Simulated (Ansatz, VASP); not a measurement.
PbS: VASP beside Ansatz

Contents of POSCAR:

```
PbS
1.0
    0.0000000000      3.3009775035      3.3009775035
    3.3009775035      0.0000000000      3.3009775035
    3.3009775035      3.3009775035      0.0000000000
Pb S
1 1
Direct
    0.0000000000      0.0000000000      0.0000000000
    0.2500000000      0.2500000000      0.2500000000
```

The input INCAR.step1:

```
SYSTEM = PbS
PREC     = Accurate       ! precision mode
ENCUT    = 400            ! plane-wave cutoff, eV
EDIFF    = 1E-5           ! SCF threshold, eV
ISMEAR   = 0              ! smearing method
SIGMA    = 0.01           ! smearing width, eV
LREAL    = .FALSE.        ! projectors in reciprocal space
LASPH    = .TRUE.         ! aspherical terms in the spheres
NELM     = 120            ! most SCF steps
ALGO     = Normal         ! electronic algorithm
ISIF     = 2              ! what is computed and relaxed
LWAVE    = .TRUE.         ! write WAVECAR
LCHARG   = .FALSE.        ! write CHGCAR
NBANDS   = 17             ! bands
GGA      = PE             ! functional
GGA_COMPAT= .FALSE.
```

INCAR.step2

```
SYSTEM = PbS
PREC     = Accurate       ! precision mode
ENCUT    = 400            ! plane-wave cutoff, eV
EDIFF    = 1E-6           ! SCF threshold, eV
ISMEAR   = 0              ! smearing method
SIGMA    = 0.01           ! smearing width, eV
LREAL    = .FALSE.        ! projectors in reciprocal space
LASPH    = .TRUE.         ! aspherical terms in the spheres
NELM     = 120            ! most SCF steps
ALGO     = Normal         ! electronic algorithm
ISIF     = 2              ! what is computed and relaxed
LWAVE    = .FALSE.        ! write WAVECAR
LCHARG   = .FALSE.        ! write CHGCAR
GGA      = PE             ! functional
LHFCALC  = .TRUE.         ! exact exchange
HFSCREEN = 0.2079         ! screening, 1/A
PRECFOCK = Normal       
NBANDS   = 17             ! bands
ISTART   = 1            
GGA_COMPAT= .FALSE.
```

Contents of KPOINTS:

```
Automatic mesh
0
G
  4 4 4
  0 0 0
```

Input for Ansatz:

```yaml
crystal:
  lattice:
    - [0.0, 3.3009775035, 3.3009775035]
    - [3.3009775035, 0.0, 3.3009775035]
    - [3.3009775035, 3.3009775035, 0.0]
  atoms:
    - { symbol: Pb, position: [0.0, 0.0, 0.0] }
    - { symbol: S, position: [0.25, 0.25, 0.25] }
kpoints:
  mp_grid: { grid: [4, 4, 4] }
  band_path:
    path:
      - [0.0, 0.0, 0.0]
      - [-0.5, -0.5, 0.0]
      - [-0.375, -0.375, 0.25]
      - [-0.375, 0.0, 0.375]
      - [0.0, 0.0, 0.5]
      - [-0.5, -0.25, 0.25]
      - [0.25, -0.5, -0.25]
      - [0.0, 0.5, 0.5]
    npoints: 1
hamiltonian:
  xc: hse06
scf:
  occupations: { method: fixed }
  n_extra_bands: 4
output:
  forces: true
  stress: true
  eigenvalues: true
```

Alike in both runs: task single point; functional HSE06; k mesh 4 × 4 × 4; no spin polarisation.

|  | VASP | Ansatz |
| --- | --- | --- |
| version | VASP 6.6.1 | Ansatz 0.2.0 |
| potentials or method | VASP PAW PBE potentials, release 64 (Pb_d, S) | plane waves, PAW |
| plane-wave cutoff (eV) | 400 | 420 |
| occupations | gaussian, width 0.01 eV | fixed |
| valence electrons in the cell | 20 | 20 |

VASP gave:

| Item | Value |
| --- | --- |
| gap on the k mesh at the Fermi level (eV) | 1.29 |
| pressure (GPa) | 0.0 |

Task: Estimate Ansatz's values.

Result: gap on the k mesh at the Fermi level (eV): 1.29; pressure (GPa): 0.1.

Ansatz's warnings: stress exchange threshold loose, stress scf threshold loose.

Spin-orbit coupling is off throughout.
